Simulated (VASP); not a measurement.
Crystal: TiAl.

```xyz
2
Lattice="2.8673 0.0000 0.0000 -1.4336 2.4831 0.0000 0.0000 0.0000 4.6781" Properties=species:S:1:pos:R:3 pbc="T T T"
Ti    0.0000    0.0000    0.0000
Al    0.0000    1.6554    2.3390
```

```yaml
Program: VASP 6.6.1
Task: relaxation of cell and atoms
Functional: PBEsol
Dispersion: D3(BJ)
Potentials_or_basis: VASP PAW PBE potentials, release 64 (Ti_sv, Al)
Cutoff: 600 eV
k_mesh: 11 × 11 × 6
Occupations: fermi-dirac, width 0.05 eV
Spin: no spin polarisation
```

At the start: pressure -7.3 GPa; volume 16.65 Å³/atom.

Question: Where does the relaxation end?

Answer: Over 9 steps the energy falls by 26.9 meV/atom and the volume is 15.54 Å³/atom (-6.7 %); space group P-6m2 (No. 187, to 0.05 Å).

Step by step:
| step | energy change (eV) | largest force (eV/Å) | pressure (GPa) | volume (Å³) |
| --- | --- | --- | --- | --- |
| 1 | 0.0000 | 0.0000 | -7.30 | 33.31 |
| 2 | -0.0303 | 0.0000 | 5.70 | 29.78 |
| 3 | -0.0536 | 0.0000 | -0.02 | 31.11 |
| 4 | -0.0536 | 0.0000 | -0.24 | 31.16 |
| 5 | -0.0537 | 0.0000 | -0.19 | 31.13 |
| 6 | -0.0537 | 0.0000 | -0.17 | 31.12 |
| 7 | -0.0537 | 0.0000 | -0.17 | 31.12 |
| 8 | -0.0538 | 0.0000 | 0.12 | 31.05 |
| 9 | -0.0538 | 0.0000 | 0.04 | 31.08 |

Final structure:
```cif
data_structure
_symmetry_space_group_name_H-M 'P 1'
_symmetry_Int_Tables_number 1
_cell_length_a 2.8026
_cell_length_b 2.8026
_cell_length_c 4.5690
_cell_angle_alpha 90.000
_cell_angle_beta 90.000
_cell_angle_gamma 120.000
_cell_volume 31.08
loop_
_atom_site_label
_atom_site_type_symbol
_atom_site_fract_x
_atom_site_fract_y
_atom_site_fract_z
_atom_site_occupancy
Ti1 Ti 0.00000 0.00000 0.00000 1
Al1 Al 0.33333 0.66667 0.50000 1
```

Caveat: the PAW data sets were made with another functional, which shifts forces and pressure a little; pairwise dispersion overbinds metals, which lowers pressure and volume.
